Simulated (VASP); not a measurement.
Na, 1 atom in the cell. Symmetry: Fm-3m, No. 225, cubic system. Conventional cell: a = 5.390 Å, b = 5.390 Å, c = 5.390 Å, α = 90.00°, β = 90.00°, γ = 90.00°. Na (site symmetry m-3m) has 12 Na at 3.81 Å within 5.0 Å. This isn't the form of Na at room conditions, which is bcc.

- Program: VASP 6.6.1
- Task: relaxation of cell and atoms
- Functional: LDA
- Potentials or basis: VASP PAW LDA potentials, release 64 (Na_pv)
- Cutoff: 500 eV
- k mesh: 6 × 6 × 6
- Occupations: methfessel-paxton, width 0.05 eV
- Spin: no spin polarisation
- Target pressure: 30 GPa
- Dipole correction: no
- Further INCAR settings: ALGO = Normal; EDIFF = 1e-07; IBRION = 2; EDIFFG = -0.02; NSW = 80; ISIF = 3

Potentials or basis: VASP PAW LDA potentials, release 64 (Na_pv).

Launch:

```bash
$ cat potpaw_LDA.64/Na_pv/POTCAR > POTCAR
$ mpirun -np 1 vasp_std > vasp.out
```

Hardware: 1 thread of Intel(R) Xeon(R) Platinum 8259CL CPU @ 2.50GHz (Skylake/Cascade Lake), on a shared host.

Estimate the wall time of this run.

It took 19 s on 1 thread of Intel(R) Xeon(R) Platinum 8259CL CPU @ 2.50GHz (Skylake/Cascade Lake) (shared host), peak memory 0.14 GiB. Counts: scf iterations 54, k points 16, ion steps 7.
